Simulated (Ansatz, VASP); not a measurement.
# Al2Au: VASP beside Ansatz

File INCAR:

```
PREC     = Accurate       # precision mode
ENCUT    = 520            # plane-wave cutoff, eV
EDIFF    = 1E-7           # SCF threshold, eV
ISMEAR   = -1             # smearing method
SIGMA    = 0.05           # smearing width, eV
LREAL    = False          # projectors in reciprocal space
LASPH    = True           # aspherical terms in the spheres
NELM     = 60             # most SCF steps
ALGO     = Normal         # electronic algorithm
ISIF     = 2              # what is computed and relaxed
LWAVE    = False          # write WAVECAR
LCHARG   = True           # write CHGCAR
GGA      = PE             # functional
LELF     = True           # ELF
LVHAR    = True         
NBANDS   = 16             # bands
```

KPOINTS

```
regular mesh
0
Gamma
  8 8 8
```

Contents of POSCAR:

```
Al2Au
1.0
    0.0000000000      3.0588384673      3.0588384673
    3.0588384673      0.0000000000      3.0588384673
    3.0588384673      3.0588384673      0.0000000000
Au Al
1 2
Direct
    0.0000000000      0.0000000000      0.0000000000
    0.7500000000      0.7500000000      0.7500000000
    0.2500000000      0.2500000000      0.2500000000
```

The input input.yaml:

```yaml
crystal:
  lattice:
    - [0.0, 3.0588384673, 3.0588384673]
    - [3.0588384673, 0.0, 3.0588384673]
    - [3.0588384673, 3.0588384673, 0.0]
  atoms:
    - { symbol: Au, position: [0.0, 0.0, 0.0] }
    - { symbol: Al, position: [0.75, 0.75, 0.75] }
    - { symbol: Al, position: [0.25, 0.25, 0.25] }
kpoints:
  mp_grid: { grid: [8, 8, 8] }
scf:
  occupations: { method: fermi_dirac, width: 0.05 }
hamiltonian:
  xc: pbe
  pseudopotentials: { kind: all_electron, lapw: { basis_error: 0.001 } }
output:
  forces: true
  stress: true
  eigenvalues: true
```

Change from the starting cell: volume scaled by 1.06.

Alike in both runs: task single point; functional PBE; k mesh 8 × 8 × 8; occupations fermi-dirac, width 0.05 eV; no spin polarisation.

```csv
,VASP,Ansatz
version,VASP 6.6.1,Ansatz 0.2.0
potentials or method,"VASP PAW PBE potentials, release 64 (Au, Al), cutoff 520 eV","all-electron LAPW, scalar-relativistic"
```

VASP gave:

- gap on the k mesh at the Fermi level (eV): none
- pressure (GPa): -3.0

What did Ansatz give for the same quantities?

gap on the k mesh at the Fermi level (eV): none; pressure (GPa): -2.8.

A gap of «none» marks a metal or a gap that the smearing closes. Ansatz ran all-electron here, and VASP with PAW potentials.

Neither program's run includes spin-orbit coupling.
